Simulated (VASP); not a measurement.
# Al (Im-3m) in VASP: a series of runs

Aim: see how the results for Al move with the level of theory and the settings. Levels: RPBE, revPBE, PBE, LDA. Tasks: single point, relaxation of cell and atoms.

Everything below comes from runs of VASP 6.6.1. Logs are shortened: lines on timing, memory, paths and dates and some standing lists are left out, and cuts for length are marked.

## Step 1: The cell of the first run

Symmetry: Im-3m, No. 229, cubic system. Conventional cell: a = 3.182 Å, b = 3.182 Å, c = 3.182 Å, α = 90.00°, β = 90.00°, γ = 90.00°. Al (site symmetry m-3m) has 14 Al at 2.76 to 3.18 Å within 3.6 Å.

## Step 2: Single point, RPBE

Input file INCAR:

```
PREC = Accurate ; ENCUT = 520
EDIFF = 1E-6 ; ISMEAR = -1
SIGMA = 0.05 ; LREAL = F
LASPH = T ; NELM = 100
ALGO = Fast ; ISIF = 2
LWAVE = F ; LCHARG = T
GGA = RP ; LELF = T
LVHAR = T ; NBANDS = 8
```

Input file KPOINTS:

```
regular mesh
0
Gamma
  12 12 12
```

Input file POSCAR:

```
Al
1.0
   -1.5912186900      1.5912186900      1.5912186900
    1.5912186900     -1.5912186900      1.5912186900
    1.5912186900      1.5912186900     -1.5912186900
Al
1
Direct
    0.0000000000      0.0000000000      0.0000000000
```

Potentials or basis: VASP PAW PBE potentials, release 64 (Al).

Started as:

```
> cat potpaw_PBE.64/Al/POTCAR > POTCAR
> mpirun -np 1 vasp_std > vasp.out
```

OUTCAR:

```text
PREC = Accurate
   ENCUT = 520
   EDIFF = 1E-6
   ISMEAR = -1
   LREAL = F
   LASPH = T
   NELM = 100
   ISIF = 2
   GGA = RP

 ion  position               nearest neighbor table
   1  0.000  0.000  0.000-

  LATTYP: Found a body centered cubic cell.
 ALAT       =     3.1824373800

  Lattice vectors:

 A1 = (  -1.5912186900,   1.5912186900,   1.5912186900)
 A2 = (   1.5912186900,  -1.5912186900,   1.5912186900)
 A3 = (   1.5912186900,   1.5912186900,  -1.5912186900)

Analysis of symmetry for initial positions (statically):
=====================================================================
 Subroutine PRICEL returns:
 Original cell was already a primitive cell.

 Routine SETGRP: Setting up the symmetry group for a
 body centered cubic supercell.

 Subroutine GETGRP returns: Found 48 space group operations
[... 9 lines left out ...]

 Routine SETGRP: Setting up the symmetry group for a
 body centered cubic supercell.

 Subroutine GETGRP returns: Found 48 space group operations
[... 11 lines left out ...]
                                     Primitive cell

  volume of cell :      16.1157

  direct lattice vectors                    reciprocal lattice vectors
    -1.591218690  1.591218690  1.591218690     0.000000000  0.314224565  0.314224565
     1.591218690 -1.591218690  1.591218690     0.314224565  0.000000000  0.314224565
     1.591218690  1.591218690 -1.591218690     0.314224565  0.314224565  0.000000000

  length of vectors
     2.756071617  2.756071617  2.756071617     0.444380641  0.444380641  0.444380641

  position of ions in fractional coordinates (direct lattice)
     0.000000000  0.000000000  0.000000000

  ion indices of the primitive-cell ions
   primitive index   ion index
                 1           1

----------------------------------------------------------------------------------------

 KPOINTS: regular mesh

Automatic generation of k-mesh.
 Grid dimensions read from file:
 generate k-points for:   12   12   12

 Generating k-lattice:

  Cartesian coordinates                     Fractional coordinates (reciprocal lattice)
     0.000000000  0.026185380  0.026185380     0.083333333  0.000000000  0.000000000
     0.026185380  0.000000000  0.026185380     0.000000000  0.083333333  0.000000000
     0.026185380  0.026185380  0.000000000     0.000000000  0.000000000  0.083333333

  Length of vectors
[... 47 lines left out ...]
   ISTART =      0    job   : 0-new  1-cont  2-samecut
   ICHARG =      2    charge: 1-file 2-atom 10-const
   ISPIN  =      1    spin polarized calculation?
   LNONCOLLINEAR =      F non collinear calculations
   LSORBIT =      F    spin-orbit coupling
   LASPH  =      T    aspherical Exc in radial PAW
   ENCUT  =  520.0 eV  38.22 Ry    6.18 a.u.   5.12  5.12  5.12*2*pi/ulx,y,z
   NELM   =    100;   NELMIN=  2; NELMDL= -5     # of ELM steps
   EDIFF  = 0.1E-05   stopping-criterion for ELM
   LREAL  =      F    real-space projection
   EDIFFG = 0.1E-04   stopping-criterion for IOM
   NSW    =      0    number of steps for IOM
   IBRION =     -1    ionic relax: 0-MD 1-quasi-New 2-CG
   NFREE  =      0    steps in history (QN), initial steepest desc. (CG)
   ISIF   =      2    stress and relaxation
   ISYM   =      2    0-nonsym 1-usesym 2-fastsym
   POTIM  = 0.5000    time-step for ionic-motion
   TEBEG  =    0.0;   TEEND  =   0.0 temperature during run
   PSTRESS=    0.0 pullay stress
   NELECT =       3.0000    total number of electrons
   NUPDOWN=      -1.0000    fix difference up-down
   EMIN   =  10.00;   EMAX   =-10.00  energy-range for DOS
   EFERMI =   0.00;   METHOD = LEGACY
   ISMEAR =    -1;   SIGMA  =   0.05  broadening in eV -4-tet -1-fermi 0-gaus
   EFERMI_NEDOS =   21; number of points for ismear=-14 and -15
   IALGO  =     68    algorithm
   IMIX   =      4    mixing-type and parameters
     AMIX     =   0.40;   BMIX     =  1.00
     AMIX_MAG =   1.60;   BMIX_MAG =  1.00
  volume/ion in A,a.u.               =      16.12       108.75
  Fermi-wavevector in a.u.,A,eV,Ry     =   0.934757  1.766435 11.888371  0.873771
  Thomas-Fermi vector in A             =   2.061595
   LORBIT       =      0    0 simple, 1 ext, 2 COOP (PROOUT), +10 PAW based schemes
   GGA     = RP    functional components
   LHFCALC =     F    Hartree Fock is set to
   AEXX    =    0.0000 exact exchange contribution
   IVDW    =     0    specifies the selected vdW correction
   LEPSILON=     F    determine dielectric tensor
   LRPA    =     F    only Hartree local field effects (RPA)
 non-spin polarized calculation
 RMM-DIIS sequential band-by-band and
  energy-cutoff  :      520.00
  volume of cell :       16.12
 maximum number of plane-waves:       466
   NGX = 11   NGY = 11   NGZ = 11

 number of electron       3.0000000 magnetization

 Free energy of the ion-electron system (eV)
  ---------------------------------------------------
  ext. energy  EPLUGINS =         0.00000000
  ---------------------------------------------------
  free energy    TOTEN  =        -3.39257967 eV

  energy without entropy =       -3.38834544  energy(sigma->0) =       -3.39046256

 E-fermi :   8.3379     XC(G=0): -10.2309

 val. band max:        8.3281924194   @ k =  -0.4167  -0.4167   0.2500
 cond. band min:       8.3618844080   @ k =   0.3333   0.2500   0.0833
 fundamental gap:      0.0336919886
 Fermi energy:         8.3379028356

 k-point     1 :       0.0000    0.0000    0.0000
  band No.  band energies     occupation
      1      -2.9541      2.00000
      2      21.7456      0.00000
      3      21.7456      0.00000
      4      21.7456      0.00000
      5      23.5384      0.00000
      6      23.5384      0.00000
      7      23.5384      0.00000
      8      24.8254      0.00000
[... 243 lines left out ...]
 k-point    24 :       0.4167    0.0833    0.0833
  band No.  band energies     occupation
      1       4.2923      2.00000
      2       4.8741      2.00000
      3      13.3132      0.00000
      4      14.1215      0.00000
      5      22.5136      0.00000
      6      23.1218      0.00000
      7      29.5723      0.00000
      8      30.9750      0.00000

 [... further k-points ...]
[... 5 lines left out ...]
  --------------------------------------------------------------------------------------
  -------------------------------------------------------------------------------------
  Total        0.5121931      0.5121931      0.5121931      0.0000000      0.0000000      0.0000000
  in kB       50.9207381     50.9207381     50.9207381      0.0000000      0.0000000      0.0000000
  external PRESSURE =      50.9207381 kB  Pullay stress =       0.0000000 kB

 VOLUME and BASIS-vectors are now :
 -----------------------------------------------------------------------------
  energy-cutoff  :      520.00
  volume of cell :       16.12
      direct lattice vectors                 reciprocal lattice vectors
    -1.591218690  1.591218690  1.591218690     0.000000000  0.314224565  0.314224565
     1.591218690 -1.591218690  1.591218690     0.314224565  0.000000000  0.314224565
     1.591218690  1.591218690 -1.591218690     0.314224565  0.314224565  0.000000000

 POSITION                                       TOTAL-FORCE (eV/Angst)
 -----------------------------------------------------------------------------------
      0.00000      0.00000      0.00000        -0.000000     -0.000000      0.000000
 -----------------------------------------------------------------------------------
    total drift:                                0.000000      0.000000      0.000000

  FREE ENERGIE OF THE ION-ELECTRON SYSTEM (eV)
  ---------------------------------------------------
  free  energy   TOTEN  =        -3.3925796690 eV

  energy  without entropy=       -3.3883454432  energy(sigma->0) =       -3.39046256
```

OSZICAR:

```text
N       E                     dE             d eps       ncg     rms          rms(c)
DAV:   1    -0.192215075549E+01   -0.19222E+01   -0.84033E+02  1160   0.201E+02
DAV:   2    -0.340950659445E+01   -0.14874E+01   -0.14720E+01  1624   0.194E+01
DAV:   3    -0.341711531052E+01   -0.76087E-02   -0.76035E-02  1408   0.148E+00
DAV:   4    -0.341714202226E+01   -0.26712E-04   -0.26712E-04  1672   0.786E-02
DAV:   5    -0.341714211330E+01   -0.91039E-07   -0.91976E-07  1416   0.334E-03    0.187E+00
RMM:   6    -0.340301547818E+01    0.14127E-01   -0.10948E-03  1152   0.208E-01    0.108E+00
RMM:   7    -0.339257859880E+01    0.10437E-01   -0.36071E-03  1337   0.356E-01    0.159E-01
RMM:   8    -0.339258091810E+01   -0.23193E-05   -0.15542E-04  1261   0.848E-02    0.991E-03
RMM:   9    -0.339258104593E+01   -0.12783E-06   -0.15758E-05  1261   0.243E-02    0.138E-02
RMM:  10    -0.339258207736E+01   -0.10314E-05   -0.30688E-06  1291   0.114E-02    0.470E-02
RMM:  11    -0.339257991658E+01    0.21608E-05   -0.53029E-07  1021   0.376E-03    0.130E-02
RMM:  12    -0.339257966900E+01    0.24758E-06   -0.14562E-07   760   0.234E-03
   1 F= -.33925797E+01 E0= -.33904626E+01  d E =-.423423E-02
```

Wall time 6.1 s (1 thread of Intel Xeon 6975P-C (Granite Rapids), shared host); peak memory 0.12 GiB.

Results:

```yaml
Free_energy: -3.3926 eV
Pressure: 5.1 GPa
```

Levels at points of the mesh, in eV from the Fermi level:
| k point | band 1 | band 2 | band 3 | band 4 | band 5 | band 6 |
| --- | --- | --- | --- | --- | --- | --- |
| (0.00, 0.00, 0.00) | -11.29 | 13.41 | 13.41 | 13.41 | 15.20 | 15.20 |
| (0.50, 0.00, 0.00) | -4.42 | -3.86 | 8.30 | 8.41 | 10.17 | 11.67 |
| (0.50, 0.50, 0.50) | 1.93 | 1.93 | 1.93 | 2.91 | 2.91 | 6.03 |

Caveat: the PAW data sets were made with another functional, which shifts forces and pressure a little.

## Step 3: Single point, revPBE

Input file INCAR:

```
ALGO = Normal
EDIFF = 1E-7
ENCUT = 520
GGA = RE
ISIF = 2
ISMEAR = -1
LASPH = T
LCHARG = F
LREAL = F
LWAVE = F
NBANDS = 8
NELM = 60
PREC = Accurate
SIGMA = 0.05
```

Input file KPOINTS:

```
k-points
0
Gamma
  12 12 12
```

POSCAR is that of step 2.

Potentials or basis: VASP PAW PBE potentials, release 64 (Al).

Started as:

```
> cat potpaw_PBE.64/Al/POTCAR > POTCAR
> mpirun -np 1 vasp_std > vasp.out
```

Wall time 5.6 s (1 thread of Intel Xeon 6975P-C (Granite Rapids), shared host); peak memory 0.12 GiB.

Results (log left out):

* Free energy: -3.4405 eV
* Pressure: 4.8 GPa

Levels at points of the mesh, in eV from the Fermi level:
```
           k point  band 1  band 2  band 3  band 4  band 5
(0.00, 0.00, 0.00)  -11.29   13.41   13.41   13.41   15.17
(0.50, 0.00, 0.00)   -4.42   -3.86    8.31    8.40   10.17
(0.50, 0.50, 0.50)    1.93    1.93    1.93    2.92    2.92
```

Caveat: the PAW data sets were made with another functional, which shifts forces and pressure a little.

## Step 4: Single point, RPBE

This run uses another cell than the first one, of 17.25 Å³/atom, 1.071 times its volume.

Input file INCAR:

```
SYSTEM = Al
  PREC = Accurate
  ENCUT = 520
  EDIFF = 1E-6
  ISMEAR = -1
  SIGMA = 0.05
  LREAL = .False.
  LASPH = .True.
  NELM = 100
  ALGO = Normal
  ISIF = 2
  LWAVE = .False.
  LCHARG = .False.
  GGA = RP
  NBANDS = 8
```

Input file KPOINTS:

```
regular mesh
0
Gamma
  12 12 12
  0 0 0
```

Input file POSCAR:

```
Al
1.0
   -1.6277807532      1.6277807532      1.6277807532
    1.6277807532     -1.6277807532      1.6277807532
    1.6277807532      1.6277807532     -1.6277807532
Al
1
Direct
    0.0000000000      0.0000000000      0.0000000000
```

Started as:

```
> cat potpaw_PBE.64/Al/POTCAR > POTCAR
> mpirun -np 1 vasp_std > vasp.out
```

It took 5.4 s on 1 thread of Intel Xeon 6975P-C (Granite Rapids), shared host; peak memory 0.13 GiB.

It converged, with:

| Item | Value |
| --- | --- |
| Free energy | -3.4091 eV |
| Pressure | -0.2 GPa |

Levels at points of the mesh, in eV from the Fermi level:
| k point | band 1 | band 2 | band 3 | band 4 |
| --- | --- | --- | --- | --- |
| (0.00, 0.00, 0.00) | -10.80 | 13.01 | 13.01 | 13.01 |
| (0.50, 0.00, 0.00) | -4.14 | -3.76 | 7.92 | 8.16 |
| (0.50, 0.50, 0.50) | 1.83 | 1.83 | 1.83 | 3.03 |

Caveat: the PAW data sets were made with another functional, which shifts forces and pressure a little.

## Step 5: Relaxation of cell and atoms, PBE

Input file INCAR:

```
  ALGO = Fast
  EDIFF = 1E-6
  EDIFFG = -0.01
  ENCUT = 600
  GGA = PE
  IBRION = 2
  ISIF = 3
  ISMEAR = -1
  LASPH = T
  LCHARG = F
  LREAL = F
  LWAVE = F
  NELM = 60
  NSW = 60
  PREC = Accurate
  SIGMA = 0.05
```

Input file KPOINTS:

```
k-points
0
Gamma
  12 12 12
```

Input file POSCAR:

```
Al
1.0
   -1.5912186900      1.5912186900      1.5912186900
    1.5912186900     -1.5912186900      1.5912186900
    1.5912186900      1.5912186900     -1.5912186900
Al
1
Direct
    0.0000000000      0.0000000000      0.0000000000
```

Started as:

```
> cat potpaw_PBE.64/Al/POTCAR > POTCAR
> mpirun -np 1 vasp_std > vasp.out
```

Wall time 7.9 s (1 thread of Intel Xeon 6975P-C (Granite Rapids), shared host); peak memory 0.13 GiB.

Results (log left out):

| Property | Result |
| --- | --- |
| Free energy | -3.6469 eV |
| Relaxed volume | 16.93 Å³/atom |
| Relaxed cell | a = 2.802 Å, b = 2.802 Å, c = 2.802 Å, α = 109.47°, β = 109.47°, γ = 109.47° |
| Space group after relaxing (to 0.05 Å) | Im-3m (No. 229) |
| Energy gained by relaxing | 9.3 meV/atom |
| Ionic steps | 3 |
| Pressure after relaxing | 0.0 GPa |

Step by step:
| step | energy change (eV) | largest force (eV/Å) | pressure (GPa) | volume (Å³) |
| --- | --- | --- | --- | --- |
| 1 | 0.0000 | 0.0000 | 3.81 | 16.12 |
| 2 | -0.0092 | 0.0000 | -0.38 | 17.03 |
| 3 | -0.0093 | 0.0000 | 0.01 | 16.93 |

Final structure:
```cif
data_structure
_symmetry_space_group_name_H-M 'P 1'
_symmetry_Int_Tables_number 1
_cell_length_a 2.8018
_cell_length_b 2.8018
_cell_length_c 2.8018
_cell_angle_alpha 109.471
_cell_angle_beta 109.471
_cell_angle_gamma 109.471
_cell_volume 16.93
loop_
_atom_site_label
_atom_site_type_symbol
_atom_site_fract_x
_atom_site_fract_y
_atom_site_fract_z
_atom_site_occupancy
Al1 Al 0.00000 0.00000 0.00000 1
```

Levels at points of the mesh, in eV from the Fermi level:
| k point | band 1 | band 2 | band 3 | band 4 | band 5 |
| --- | --- | --- | --- | --- | --- |
| (0.00, 0.00, 0.00) | -10.92 | 13.14 | 13.14 | 13.14 | 14.36 |
| (0.50, 0.00, 0.00) | -4.19 | -3.80 | 8.00 | 8.24 | 9.83 |
| (0.50, 0.50, 0.50) | 1.86 | 1.86 | 1.86 | 3.06 | 3.06 |

(Part 1 of 2 ends here.)
